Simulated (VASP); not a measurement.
# SnO (Fm-3m) in VASP: notebook

SnO is run at these levels: PBE-based screened hybrid with 75 % exact exchange, HSE06; tasks: single point.

Program: VASP 6.6.1. These are calculated values, not measurements. Logs are shortened: lines on timing, memory, paths and dates and some standing lists are left out, and cuts for length are marked.

### 1 The cell of the first run

It takes space group Fm-3m (No. 225, cubic). The conventional cell has a = 5.074 Å, b = 5.074 Å, c = 5.074 Å, α = 90.00°, β = 90.00°, γ = 90.00°. Within 3.3 Å of Sn (site symmetry m-3m) lie 6 O at 2.54 Å. O (site symmetry m-3m) has 6 Sn at 2.54 Å within 3.3 Å.

### 2 Single point, PBE-based screened hybrid with 75 % exact exchange

POSCAR

```
SnO
1.0
    0.0000000000      2.5369732561      2.5369732561
    2.5369732561      0.0000000000      2.5369732561
    2.5369732561      2.5369732561      0.0000000000
Sn O
1 1
Direct
    0.0000000000      0.0000000000      0.0000000000
    0.5000000000      0.5000000000      0.5000000000
```

INCAR.step1

```
ALGO = Normal ; EDIFF = 1E-5
ENCUT = 520 ; GGA = PE
ISIF = 2 ; ISMEAR = 0
LASPH = T ; LCHARG = F
LREAL = F ; LWAVE = T
NBANDS = 17 ; NELM = 100
PREC = Accurate ; SIGMA = 0.01
```

INCAR.step2

```
AEXX = 0.75 ; ALGO = Normal
EDIFF = 1E-6 ; ENCUT = 520
GGA = PE ; HFSCREEN = 0.1
ISIF = 2 ; ISMEAR = 0
ISTART = 1 ; LASPH = T
LCHARG = F ; LHFCALC = T
LREAL = F ; LWAVE = F
NBANDS = 17 ; NELM = 100
PREC = Accurate ; PRECFOCK = Normal
SIGMA = 0.01
```

KPOINTS

```
k-points
0
Gamma
  4 4 4
```

Potentials or basis: VASP PAW PBE potentials, release 64 (Sn_d, O).

On the command line:

```console
> cat potpaw_PBE.64/Sn_d/POTCAR potpaw_PBE.64/O/POTCAR > POTCAR
> cp INCAR.step1 INCAR
> mpirun -np 1 vasp_std > vasp.out
> cp INCAR.step2 INCAR
> mpirun -np 1 vasp_std > vasp.out
```

OUTCAR:

```text
AEXX = 0.75
   EDIFF = 1E-6
   ENCUT = 520
   GGA = PE
   HFSCREEN = 0.1
   ISIF = 2
   ISMEAR = 0
   ISTART = 1
   LASPH = T
   LHFCALC = T
   LREAL = F
   NELM = 100
   PREC = Accurate
   PRECFOCK = Normal

 ion  position               nearest neighbor table
   1  0.000  0.000  0.000-   2 2.54   2 2.54   2 2.54   2 2.54   2 2.54   2 2.54
   2  0.500  0.500  0.500-   1 2.54   1 2.54   1 2.54   1 2.54   1 2.54   1 2.54

  LATTYP: Found a face centered cubic cell.
 ALAT       =     5.0739465122

  Lattice vectors:

 A1 = (   0.0000000000,   2.5369732561,   2.5369732561)
 A2 = (   2.5369732561,   0.0000000000,   2.5369732561)
 A3 = (   2.5369732561,   2.5369732561,   0.0000000000)

Analysis of symmetry for initial positions (statically):
=====================================================================
 Subroutine PRICEL returns:
 Original cell was already a primitive cell.

 Routine SETGRP: Setting up the symmetry group for a
 face centered cubic supercell.

 Subroutine GETGRP returns: Found 48 space group operations
 (whereof 48 operations were pure point group operations)
 out of a pool of 48 trial point group operations.

The static configuration has the point symmetry O_h .

Analysis of symmetry for dynamics (positions and initial velocities):
=====================================================================
 Subroutine PRICEL returns:
 Original cell was already a primitive cell.

 Routine SETGRP: Setting up the symmetry group for a
 face centered cubic supercell.

 Subroutine GETGRP returns: Found 48 space group operations
 (whereof 48 operations were pure point group operations)
 out of a pool of 48 trial point group operations.

The dynamic configuration has the point symmetry O_h .

 Subroutine INISYM returns: Found 48 space group operations
 (whereof 48 operations are pure point group operations),
 and found     1 'primitive' translations

----------------------------------------------------------------------------------------

                                     Primitive cell

  volume of cell :      32.6571

  direct lattice vectors                    reciprocal lattice vectors
     0.000000000  2.536973256  2.536973256    -0.197085247  0.197085247  0.197085247
     2.536973256  0.000000000  2.536973256     0.197085247 -0.197085247  0.197085247
     2.536973256  2.536973256  0.000000000     0.197085247  0.197085247 -0.197085247

  length of vectors
     3.587821986  3.587821986  3.587821986     0.341361661  0.341361661  0.341361661

  position of ions in fractional coordinates (direct lattice)
     0.000000000  0.000000000  0.000000000
     0.500000000  0.500000000  0.500000000

  ion indices of the primitive-cell ions
   primitive index   ion index
                 1           1
                 2           2

----------------------------------------------------------------------------------------

 KPOINTS: k-points

Automatic generation of k-mesh.
 Grid dimensions read from file:
 generate k-points for:    4    4    4

 Generating k-lattice:

  Cartesian coordinates                     Fractional coordinates (reciprocal lattice)
    -0.049271312  0.049271312  0.049271312     0.250000000  0.000000000  0.000000000
     0.049271312 -0.049271312  0.049271312     0.000000000  0.250000000  0.000000000
     0.049271312  0.049271312 -0.049271312     0.000000000  0.000000000  0.250000000

  Length of vectors
     0.085340415  0.085340415  0.085340415

  Shift w.r.t. Gamma in fractional coordinates (k-lattice)
     0.000000000  0.000000000  0.000000000

 Subroutine IBZKPT returns following result:
 ===========================================

 Found      8 irreducible k-points:

 Following reciprocal coordinates:
            Coordinates               Weight
  0.000000  0.000000  0.000000      1.000000
  0.250000  0.000000  0.000000      8.000000
  0.500000  0.000000  0.000000      4.000000
  0.250000  0.250000  0.000000      6.000000
  0.500000  0.250000  0.000000     24.000000
 -0.250000  0.250000  0.000000     12.000000
  0.500000  0.500000  0.000000      3.000000
 -0.250000  0.500000  0.250000      6.000000
   k-points           NKPTS =      8   k-points in BZ     NKDIM =     64   number of bands    NBANDS=     17
   number of dos      NEDOS =    301   number of ions     NIONS =      2
   total plane-waves  NPLWV =  21952
   dimension x,y,z NGX =    28 NGY =   28 NGZ =   28
   dimension x,y,z NGXF=    56 NGYF=   56 NGZF=   56
   ions per type =               1   1
   NGX,Y,Z   is equivalent  to a cutoff of  12.97, 12.97, 12.97 a.u.
   NGXF,Y,Z  is equivalent  to a cutoff of  25.95, 25.95, 25.95 a.u.
 SYSTEM =  unknown system
   PREC   = accura    normal or accurate (medium, high low for compatibility)
   ISTART =      1    job   : 0-new  1-cont  2-samecut
   ICHARG =      0    charge: 1-file 2-atom 10-const
   ISPIN  =      1    spin polarized calculation?
   LNONCOLLINEAR =      F non collinear calculations
   LSORBIT =      F    spin-orbit coupling
   LASPH  =      T    aspherical Exc in radial PAW
   ENCUT  =  520.0 eV  38.22 Ry    6.18 a.u.   6.67  6.67  6.67*2*pi/ulx,y,z
   NELM   =    100;   NELMIN=  2; NELMDL=  0     # of ELM steps
   EDIFF  = 0.1E-05   stopping-criterion for ELM
   LREAL  =      F    real-space projection
   EDIFFG = 0.1E-04   stopping-criterion for IOM
   NSW    =      0    number of steps for IOM
   IBRION =     -1    ionic relax: 0-MD 1-quasi-New 2-CG
   NFREE  =      0    steps in history (QN), initial steepest desc. (CG)
   ISIF   =      2    stress and relaxation
   ISYM   =      3    0-nonsym 1-usesym 2-fastsym
   POTIM  = 0.5000    time-step for ionic-motion
   TEBEG  =    0.0;   TEEND  =   0.0 temperature during run
   PSTRESS=    0.0 pullay stress
   NELECT =      20.0000    total number of electrons
   NUPDOWN=      -1.0000    fix difference up-down
   EMIN   =  10.00;   EMAX   =-10.00  energy-range for DOS
   EFERMI =   0.00;   METHOD = LEGACY
   ISMEAR =     0;   SIGMA  =   0.01  broadening in eV -4-tet -1-fermi 0-gaus
   EFERMI_NEDOS =   21; number of points for ismear=-14 and -15
   IALGO  =     38    algorithm
   IMIX   =      1    mixing-type and parameters
     AMIX     =   0.40;   BMIX     =  1.00
     AMIX_MAG =   1.60;   BMIX_MAG =  1.00
  volume/ion in A,a.u.               =      16.33       110.19
  Fermi-wavevector in a.u.,A,eV,Ry     =   1.390248  2.627188 26.297197  1.932789
  Thomas-Fermi vector in A             =   2.514201
   LORBIT       =      0    0 simple, 1 ext, 2 COOP (PROOUT), +10 PAW based schemes
   GGA     = PE    functional components
   LHFCALC =     T    Hartree Fock is set to
   PRECFOCK=normal    Normal, Fast or Accurate (Low or Medium for compatibility)
   ENCUT4O =  -1.0   cutoff for four orbital integrals eV
   NKREDX  =     1    reduce k-point grid by
   NKREDY  =     1    reduce k-point grid by
   NKREDZ  =     1    reduce k-point grid by
   AEXX    =    0.7500 exact exchange contribution
   HFSCREEN=    0.1000 screening length (either q_TF or 0.3 A-1)
   HFSCREENC=   0.1000 screening length for correlation (either q_TF or 0.3 A-1)
   ENCUTFOCK=  -1.0 apply spherical cutoff to Coloumb kernel
   IVDW    =     0    specifies the selected vdW correction
   LEPSILON=     F    determine dielectric tensor
   LRPA    =     F    only Hartree local field effects (RPA)
 non-spin polarized calculation
 Gauss-broadening in eV      SIGMA  =   0.01
  energy-cutoff  :      520.00
  volume of cell :       32.66
 maximum number of plane-waves:       894
 NGX is ok and might be reduce to    28
  NGX = 24; NGY = 24; NGZ = 24

 number of electron      19.9999991 magnetization

 Free energy of the ion-electron system (eV)
  ---------------------------------------------------
  ext. energy  EPLUGINS =         0.00000000
  ---------------------------------------------------
  free energy    TOTEN  =       -19.42953933 eV

  energy without entropy =      -19.42953933  energy(sigma->0) =      -19.42953933

 E-fermi :   6.8004     XC(G=0):  -4.5771

 val. band max:        6.6349370967   @ k =   0.5000   0.0000   0.0000
 cond. band min:       8.4704712463   @ k =   0.5000   0.0000   0.0000
 fundamental gap:      1.8355341496
 Fermi energy:         6.8003605836

 k-point     1 :       0.0000    0.0000    0.0000
  band No.  band energies     occupation
      1     -21.7490      2.00000
      2     -21.7490      2.00000
      3     -21.7490      2.00000
      4     -21.7227      2.00000
      5     -21.7227      2.00000
      6     -19.3973      2.00000
[... 9 lines left out ...]
     16      20.1306      0.00000
     17      20.2610      0.00000

 k-point     2 :       0.2500    0.0000    0.0000
  band No.  band energies     occupation
      1     -21.7564      2.00000
      2     -21.7564      2.00000
      3     -21.7500      2.00000
      4     -21.7068      2.00000
      5     -21.7068      2.00000
      6     -19.0792      2.00000
[... 9 lines left out ...]
     16      22.2501      0.00000
     17      26.1056      0.00000

 k-point     3 :       0.5000    0.0000    0.0000
  band No.  band energies     occupation
      1     -21.7817      2.00000
      2     -21.7816      2.00000
      3     -21.7511      2.00000
      4     -21.6728      2.00000
      5     -21.6728      2.00000
      6     -18.7339      2.00000
[... 9 lines left out ...]
     16      25.0607      0.00000
     17      25.1081      0.00000

 k-point     4 :       0.2500    0.2500    0.0000
  band No.  band energies     occupation
      1     -21.8639      2.00000
      2     -21.7723      2.00000
      3     -21.7036      2.00000
      4     -21.7026      2.00000
      5     -21.7026      2.00000
      6     -18.8593      2.00000
[... 9 lines left out ...]
     16      26.1669      0.00000
     17      26.7969      0.00000

 k-point     5 :       0.5000    0.2500    0.0000
  band No.  band energies     occupation
      1     -21.9435      2.00000
      2     -21.7574      2.00000
      3     -21.7303      2.00000
      4     -21.6903      2.00000
      5     -21.6657      2.00000
      6     -18.4117      2.00000
[... 9 lines left out ...]
     16      26.1843      0.00000
     17      26.9778      0.00000

 k-point     6 :      -0.2500    0.2500    0.0000
  band No.  band energies     occupation
      1     -21.8409      2.00000
      2     -21.7549      2.00000
      3     -21.7315      2.00000
      4     -21.7077      2.00000
      5     -21.6982      2.00000
      6     -18.6300      2.00000
[... 9 lines left out ...]
     16      22.9910      0.00000
     17      27.1170      0.00000

 k-point     7 :       0.5000    0.5000    0.0000
  band No.  band energies     occupation
      1     -22.1029      2.00000
      2     -21.7950      2.00000
      3     -21.6846      2.00000
      4     -21.6523      2.00000
      5     -21.6523      2.00000
      6     -18.1021      2.00000
[... 9 lines left out ...]
     16      29.6957      0.00000
     17      30.9387      0.00000

 k-point     8 :      -0.2500    0.5000    0.2500
  band No.  band energies     occupation
      1     -22.0067      2.00000
      2     -21.7266      2.00000
      3     -21.7266      2.00000
      4     -21.7258      2.00000
      5     -21.6523      2.00000
      6     -18.1961      2.00000
[... 9 lines left out ...]
     16      27.1402      0.00000
     17      28.8054      0.00000

------------------------ aborting loop because EDIFF is reached ----------------------------------------

  FORCE on cell =-STRESS in cart. coord.  units (eV):
  Direction    XX          YY          ZZ          XY          YZ          ZX
  --------------------------------------------------------------------------------------
  -------------------------------------------------------------------------------------
  Total       -1.5622367     -1.5622367     -1.5622367     -0.0000000     -0.0000000      0.0000000
  in kB      -76.6442798    -76.6442798    -76.6442798     -0.0000000     -0.0000000      0.0000000
  external PRESSURE =     -76.6442798 kB  Pullay stress =       0.0000000 kB

 VOLUME and BASIS-vectors are now :
 -----------------------------------------------------------------------------
  energy-cutoff  :      520.00
  volume of cell :       32.66
      direct lattice vectors                 reciprocal lattice vectors
     0.000000000  2.536973256  2.536973256    -0.197085247  0.197085247  0.197085247
     2.536973256  0.000000000  2.536973256     0.197085247 -0.197085247  0.197085247
     2.536973256  2.536973256  0.000000000     0.197085247  0.197085247 -0.197085247

 POSITION                                       TOTAL-FORCE (eV/Angst)
 -----------------------------------------------------------------------------------
      0.00000      0.00000      0.00000         0.000000      0.000000      0.000000
      2.53697      2.53697      2.53697         0.000000      0.000000      0.000000
 -----------------------------------------------------------------------------------
    total drift:                               -0.000001     -0.000001     -0.000002

  FREE ENERGIE OF THE ION-ELECTRON SYSTEM (eV)
  ---------------------------------------------------
  free  energy   TOTEN  =       -19.4295393326 eV

  energy  without entropy=      -19.4295393326  energy(sigma->0) =      -19.42953933
```

It took 9.8 min on 1 thread of Intel Xeon Platinum 8488C (Sapphire Rapids), shared host; peak memory 0.27 GiB.

What came out:

| Property | Result |
| --- | --- |
| Free energy | -19.4295 eV |
| Pressure | -7.7 GPa |
| Band gap on the k mesh | 1.84 eV |

Levels at points of the mesh, in eV from the valence-band top:
```
           k point  band 6  band 7  band 8  band 9  band 10  band 11  band 12  band 13  band 14  band 15
(0.00, 0.00, 0.00)  -26.03   -8.95   -6.02   -6.02    -6.02    12.11    12.11    12.11    13.50    13.50
(0.50, 0.00, 0.00)  -25.37  -11.81   -5.78   -5.78     0.00     1.84     7.63     7.63    13.15    18.43
(0.50, 0.50, 0.00)  -24.74   -9.68   -7.31   -7.31    -5.78     6.76     7.83     9.83     9.83    17.94
```

Caveat: the k points lie up to 0.54 Å⁻¹ apart; the structure was generated, so it needn't be the stable form of SnO; the PAW data sets were made with another functional, which shifts forces and pressure a little; spin-orbit coupling is left out, which moves the levels of the heavy elements.

### 3 Single point, HSE06

POSCAR is that of step 2.

INCAR.step1

```
PREC = Accurate ; ENCUT = 520
EDIFF = 1E-5 ; ISMEAR = 1
SIGMA = 0.05 ; LREAL = False
LASPH = True ; NELM = 100
ALGO = Normal ; ISIF = 2
LWAVE = True ; NBANDS = 17
GGA = PE
```

INCAR.step2

```
PREC = Accurate ; ENCUT = 520
EDIFF = 1E-7 ; ISMEAR = 1
SIGMA = 0.05 ; LREAL = False
LASPH = True ; NELM = 100
ALGO = Normal ; ISIF = 2
LWAVE = False ; LCHARG = True
GGA = PE ; LHFCALC = True
HFSCREEN = 0.2079 ; PRECFOCK = Normal
LELF = True ; LVHAR = True
NBANDS = 17 ; ISTART = 1
```

KPOINTS

```
Automatic mesh
0
Gamma
  4 4 4
```

Potentials or basis: VASP PAW PBE potentials, release 64 (Sn_d, O).

On the command line:

```console
> cat potpaw_PBE.64/Sn_d/POTCAR potpaw_PBE.64/O/POTCAR > POTCAR
> cp INCAR.step1 INCAR
> mpirun -np 1 vasp_std > vasp.out
> cp INCAR.step2 INCAR
> mpirun -np 1 vasp_std > vasp.out
```

OUTCAR:

```text
PREC = Accurate
   ENCUT = 520
   EDIFF = 1E-7
   ISMEAR = 1
   LREAL = False
   LASPH = True
   NELM = 100
   ISIF = 2
   GGA = PE
   LHFCALC = True
   HFSCREEN = 0.2079
   PRECFOCK = Normal
   ISTART = 1

 ion  position               nearest neighbor table
   1  0.000  0.000  0.000-   2 2.54   2 2.54   2 2.54   2 2.54   2 2.54   2 2.54
   2  0.500  0.500  0.500-   1 2.54   1 2.54   1 2.54   1 2.54   1 2.54   1 2.54

  LATTYP: Found a face centered cubic cell.
 ALAT       =     5.0739465122

[... 339 lines left out ...]
------------------------ aborting loop because EDIFF is reached ----------------------------------------

  FORCE on cell =-STRESS in cart. coord.  units (eV):
  Direction    XX          YY          ZZ          XY          YZ          ZX
  --------------------------------------------------------------------------------------
  -------------------------------------------------------------------------------------
  Total       -0.2311592     -0.2311592     -0.2311592     -0.0000000     -0.0000000      0.0000000
  in kB      -11.3408094    -11.3408094    -11.3408094     -0.0000000     -0.0000000      0.0000000
  external PRESSURE =     -11.3408094 kB  Pullay stress =       0.0000000 kB

 VOLUME and BASIS-vectors are now :
 -----------------------------------------------------------------------------
  energy-cutoff  :      520.00
  volume of cell :       32.66
      direct lattice vectors                 reciprocal lattice vectors
     0.000000000  2.536973256  2.536973256    -0.197085247  0.197085247  0.197085247
     2.536973256  0.000000000  2.536973256     0.197085247 -0.197085247  0.197085247
     2.536973256  2.536973256  0.000000000     0.197085247  0.197085247 -0.197085247

 POSITION                                       TOTAL-FORCE (eV/Angst)
 -----------------------------------------------------------------------------------
      0.00000      0.00000      0.00000         0.000000     -0.000000      0.000000
      2.53697      2.53697      2.53697        -0.000000      0.000000     -0.000000
 -----------------------------------------------------------------------------------
    total drift:                                0.000001     -0.000000     -0.000003

  FREE ENERGIE OF THE ION-ELECTRON SYSTEM (eV)
  ---------------------------------------------------
  free  energy   TOTEN  =       -12.8077640302 eV

  energy  without entropy=      -12.8083075840  energy(sigma->0) =      -12.80794521
```

OUTCAR.step1:

```text
PREC = Accurate
   ENCUT = 520
   EDIFF = 1E-5
   ISMEAR = 1
   LREAL = False
[... 364 lines left out ...]
      0.00000      0.00000      0.00000         0.000000      0.000000     -0.000000
      2.53697      2.53697      2.53697         0.000000      0.000000      0.000000
 -----------------------------------------------------------------------------------
    total drift:                                0.000000      0.000000      0.000000

  FREE ENERGIE OF THE ION-ELECTRON SYSTEM (eV)
  ---------------------------------------------------
  free  energy   TOTEN  =       -10.5065665356 eV

  energy  without entropy=      -10.5071100893  energy(sigma->0) =      -10.50674772
```

OSZICAR.step1:

```text
N       E                     dE             d eps       ncg     rms          rms(c)
DAV:   1     0.152151015841E+03    0.15215E+03   -0.10203E+04   282   0.173E+03
DAV:   2     0.178018750876E+01   -0.15037E+03   -0.14265E+03   296   0.397E+02
DAV:   3    -0.119904382496E+02   -0.13771E+02   -0.13700E+02   319   0.106E+02
DAV:   4    -0.122722256507E+02   -0.28179E+00   -0.28158E+00   342   0.160E+01
DAV:   5    -0.122790922750E+02   -0.68666E-02   -0.68664E-02   388   0.243E+00    0.819E+00
DAV:   6    -0.107766668709E+02    0.15024E+01   -0.13132E+01   332   0.380E+01    0.482E+00
DAV:   7    -0.105249971107E+02    0.25167E+00   -0.16111E+00   337   0.756E+00    0.143E+00
DAV:   8    -0.105107123086E+02    0.14285E-01   -0.18354E-01   288   0.310E+00    0.564E-01
DAV:   9    -0.105063486629E+02    0.43636E-02   -0.18194E-02   354   0.817E-01    0.117E-01
DAV:  10    -0.105065861794E+02   -0.23752E-03   -0.13927E-03   347   0.389E-01    0.353E-02
DAV:  11    -0.105065661481E+02    0.20031E-04   -0.53560E-05   345   0.112E-01    0.133E-02
DAV:  12    -0.105065665356E+02   -0.38758E-06   -0.46675E-06   166   0.194E-02
   1 F= -.10506567E+02 E0= -.10506748E+02  d E =0.543554E-03
```

Run time: 6.9 min. Hardware: 1 thread of Intel Xeon Platinum 8488C (Sapphire Rapids), shared host; peak memory 0.27 GiB.

Results:

```
Free energy            : -12.8078 eV
Pressure               : -1.1 GPa
Band gap on the k mesh : 1.29 eV (least direct gap 1.47 eV)
```

Caveat: the k points lie up to 0.54 Å⁻¹ apart; the structure was generated, so it needn't be the stable form of SnO; the PAW data sets were made with another functional, which shifts forces and pressure a little; spin-orbit coupling is left out, which moves the levels of the heavy elements.

(Part 1 of 2 ends here.)
